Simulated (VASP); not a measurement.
Write the native input for VASP 6.6.1 that does the following.

```yaml
Task: single point
Functional: PBEsol
Potentials_or_basis: VASP PAW PBE potentials, release 64 (Ti_sv, B)
Cutoff: 500 eV
k_mesh: 9 × 9 × 9
Occupations: fermi-dirac, width 0.05 eV
Spin: no spin polarisation
Dipole_correction: no
Further_INCAR_settings: ALGO = Normal; EDIFF = 1e-06; NBANDS = 16
```

The structure of TiB2 lies in POSCAR:

```
TiB2
1.0
    0.0000000000      2.3649564452      2.3649564452
    2.3649564452      0.0000000000      2.3649564452
    2.3649564452      2.3649564452      0.0000000000
Ti B
1 2
Direct
    0.0000000000      0.0000000000      0.0000000000
    0.2500000000      0.2500000000      0.2500000000
    0.7500000000      0.7500000000      0.7500000000
```

One way to write it, as run:

INCAR

```
SYSTEM = TiB2
PREC = Accurate
ENCUT = 500
EDIFF = 1E-6
ISMEAR = -1
SIGMA = 0.05
LREAL = .FALSE.
LASPH = .TRUE.
NELM = 120
ALGO = Normal
ISIF = 2
LWAVE = .FALSE.
LCHARG = .FALSE.
GGA = PS
NBANDS = 16
GGA_COMPAT = .FALSE.
```

KPOINTS

```
regular mesh
0
G
  9 9 9
  0 0 0
```

Potentials or basis: VASP PAW PBE potentials, release 64 (Ti_sv, B).

Run with:

```console
$ cat potpaw_PBE.64/Ti_sv/POTCAR potpaw_PBE.64/B/POTCAR > POTCAR
$ mpirun -np 1 vasp_std > vasp.out
```

Results of the run:

* Pressure: 44.4 GPa
* Band gap on the k mesh: zero (bands 9 and 10 overlap by 2.11 eV)

Caveat: the cell stands under pressure; the PAW data sets were made with another functional, which shifts forces and pressure a little.

It took 16 s on 1 thread of Intel(R) Xeon(R) Platinum 8375C CPU @ 2.90GHz (Ice Lake), on a shared host, peak memory 0.14 GiB.
